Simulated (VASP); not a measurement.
Runs of VASP 6.6.1 on TiAl3. The structure is that of space group I4/mmm (No. 139), or close to it. The cells are those of the table. 

```csv
task,spin,cell,k mesh,cutoff (eV),gap on the mesh (eV),pressure (GPa)
relaxation of cell and atoms,off,"relaxed from a = 5.062 Å, angles 135.6, 135.6, 64.5°, 4 atoms",18 × 18 × 18,600,none,0.0
single point,collinear,"a = 5.062 Å, angles 135.6, 135.6, 64.5°, 4 atoms",6 × 6 × 6,520,none,2.1
single point,off,"a = 4.990 Å, angles 135.6, 135.6, 64.6°, 4 atoms",18 × 18 × 18,520,none,7.4
single point,off,"a = 4.879 Å, angles 135.6, 135.6, 64.6°, 4 atoms",18 × 18 × 18,520,none,(a)
single point,off,"a = 5.062 Å, angles 135.6, 135.6, 64.5°, 4 atoms",6 × 6 × 6,520,none,2.0
```

Alike in all rows: level PBE; potentials or basis VASP PAW PBE potentials, release 64 (Ti_sv, Al); smearing gaussian 0.1 eV.

Question: Estimate the missing entries.

Answer: (a) 17.4.

Caveats: the cell stands under pressure (at least some runs).

A gap of «none» marks levels without a gap at the run's occupations.
